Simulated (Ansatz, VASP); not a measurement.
**Zr: VASP beside Ansatz**

Contents of INCAR:

```
PREC = Accurate ; ENCUT = 520
EDIFF = 1E-8 ; ISMEAR = -1
SIGMA = 0.03 ; LREAL = False
LASPH = True ; NELM = 100
ALGO = Normal ; ISIF = 2
LWAVE = False ; LCHARG = False
GGA = PE ; LEFG = True
NBANDS = 12
```

Contents of KPOINTS:

```
regular mesh
0
Gamma
  16 16 16
```

Contents of POSCAR:

```
Zr
1.0
   -1.7376000000      1.8100000000      1.8100000000
    1.8100000000     -1.7376000000      1.8100000000
    1.8100000000      1.8100000000     -1.7376000000
Zr
1
Direct
    0.0000000000      0.0000000000      0.0000000000
```

Input for Ansatz:

```yaml
crystal:
  lattice:
    - [-1.7376, 1.81, 1.81]
    - [1.81, -1.7376, 1.81]
    - [1.81, 1.81, -1.7376]
  atoms:
    - { symbol: Zr, position: [0.0, 0.0, 0.0] }
kpoints:
  mp_grid: { grid: [16, 16, 16] }
scf:
  occupations: { method: fermi_dirac, width: 0.03 }
hamiltonian:
  xc: pbe
  pseudopotentials: { kind: all_electron, datasets: crystal }
output:
  forces: true
  stress: true
  eigenvalues: true
  efg: { contact_densities: true }
```

Change from the starting cell: equal xy, yz and zx shear strains of +4 %, crystal datasets.

Alike in both runs: task electric field gradients; functional PBE; k mesh 16 × 16 × 16; occupations fermi-dirac, width 0.03 eV; no spin polarisation.

|  | VASP | Ansatz |
| --- | --- | --- |
| version | VASP 6.6.1 | Ansatz 0.2.0 |
| potentials or method | VASP PAW PBE potentials, release 64 (Zr_sv), cutoff 520 eV | all-electron PAW with datasets made for the crystal, scalar-relativistic |

|  | VASP | Ansatz | Ansatz less VASP |
| --- | --- | --- | --- |
| pressure (GPa) | -3.0 | -3.0 | -0.01 |
| traceless stress, the component that is largest in VASP (GPa) | -1.46 | -1.46 | +0.004 |
| size of Vzz on the site where it differs most (V/Å²) | 33.6 | 31.2 | -2.44 |

Ansatz ran all-electron here, and VASP with PAW potentials.
